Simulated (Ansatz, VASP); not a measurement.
Two plane-wave programs on HF

```
F H
1.0
     5.46479    0.00000    0.00000
     0.00000    5.46479    0.00000
     0.00000    0.00000    5.46479
F H
6 6
Direct
  0.06538 0.62492 0.41166
  0.70813 0.06129 0.26809
  0.38121 0.49980 0.09024
  0.57194 0.87808 0.87015
  0.90521 0.37520 0.78818
  0.42309 0.17752 0.58734
  0.17615 0.57321 0.28485
  0.66551 0.01100 0.10260
  0.45081 0.62585 0.98776
  0.50466 0.00326 0.75206
  0.97276 0.45365 0.64710
  0.52472 0.14979 0.43980
```

Alike in both runs: functional PBE; dispersion D3(BJ); k mesh 1 × 1 × 1; occupations fermi-dirac, width 0.05 eV; no spin polarisation.

Ansatz relaxed the structure, and its values are those at the end. VASP's run is a single point on that final structure, the one shown.

```csv
,VASP,Ansatz
version,VASP 6.6.1,Ansatz 0.2.0
potentials or method,"VASP PAW PBE potentials, release 64 (F_h, H_h), cutoff 1010 eV","scalar-relativistic, plane waves, PAW"
valence electrons in the cell,48,48
```

```tsv
	VASP	Ansatz	Ansatz less VASP
gap on the k mesh at the Fermi level (eV)	6.60	6.61	+0.002
rms of the force components (eV/Å)	0.133	0.129	-0.0049
```

Ansatz's warnings: xc potential rough in thin density.
